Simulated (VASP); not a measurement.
**H2CSO: single point with PBEsol**

The system is H2CSO.

```
O C S H
1.0
     7.98173    0.00000    0.00000
     0.00000    7.98173    0.00000
     0.00000    0.00000    7.98173
O C S H
5 5 5 10
Direct
  0.84364 0.21312 0.11516
  0.56290 0.01858 0.60780
  0.33691 0.68433 0.40435
  0.01517 0.23947 0.63617
  0.24480 0.08906 0.80684
  0.87091 0.34266 0.17170
  0.56978 0.16619 0.58405
  0.39597 0.76417 0.29363
  0.08102 0.34291 0.71188
  0.13675 0.99483 0.80172
  0.90938 0.52033 0.23090
  0.57897 0.35843 0.55982
  0.47663 0.86668 0.14075
  0.16968 0.48426 0.81251
  0.01099 0.84454 0.80208
  0.99607 0.82602 0.40956
  0.00595 0.86421 0.32859
  0.15302 0.18468 0.26589
  0.18267 0.28840 0.27663
  0.49947 0.42601 0.16711
  0.54409 0.38146 0.09953
  0.66754 0.70184 0.51545
  0.72730 0.67207 0.57939
  0.57685 0.62454 0.84031
  0.57082 0.54620 0.79662
```

```json
{
 "Program": "VASP 6.6.1",
 "Task": "single point",
 "Functional": "PBEsol",
 "Potentials or basis": "VASP PAW PBE potentials, release 64 (O_h, C_h, S, H_h)",
 "Cutoff": "1000 eV",
 "k mesh": "1 × 1 × 1",
 "Occupations": "fermi-dirac, width 0.02 eV",
 "Spin": "no spin polarisation",
 "Dipole correction": "no",
 "Further INCAR settings": "LREAL = Auto; ALGO = Normal; EDIFF = 1e-06; NBANDS = 63"
}
```

```
Pressure      : 0.8 GPa
Largest force : 2.747 eV/Å
```

Forces in eV/Å, atoms in the order of the input:
```
O   -0.418 -2.009 -0.539
O    0.112  2.205 -0.500
O    0.809  1.141 -1.450
O   -1.367 -1.002 -1.185
O    1.917  1.592  0.314
C    0.105  0.520 -0.232
C   -0.078 -2.617  0.577
C    0.026 -0.149 -0.167
C    0.822  1.371  0.803
C   -1.344 -2.393  0.124
S    0.273  1.543  0.718
S   -0.021  0.107 -0.229
S   -0.837 -0.968  1.602
S    0.037  0.057  0.132
S   -0.142  0.375 -0.139
H   -0.152 -0.614  1.437
H    0.154  0.715 -1.451
H    0.791  2.359  0.270
H   -0.651 -2.479 -0.233
H   -0.379  0.357  0.572
H    0.289 -0.374 -0.596
H   -0.434  0.325 -0.533
H    0.505 -0.204  0.477
H    0.110  1.515  0.895
H   -0.124 -1.371 -0.665
```

Stress tensor (GPa, compression positive):
```
0.98 0.04 1.00
0.04 1.25 1.51
1.00 1.51 0.17
```

Levels at points of the mesh, in eV from the Fermi level:
| k point | band 41 | band 42 | band 43 | band 44 | band 45 | band 46 | band 47 | band 48 | band 49 | band 50 |
| --- | --- | --- | --- | --- | --- | --- | --- | --- | --- | --- |
| (0.00, 0.00, 0.00) | -0.94 | -0.89 | -0.83 | -0.70 | -0.56 | 4.12 | 4.17 | 4.39 | 4.47 | 4.51 |

Wall time 9.3 min on 1 thread of AMD EPYC 7571, with other jobs on the host, peak memory 1 GiB.

Caveat: the k points lie up to 0.79 Å⁻¹ apart; the PAW data sets were made with another functional, which shifts forces and pressure a little.
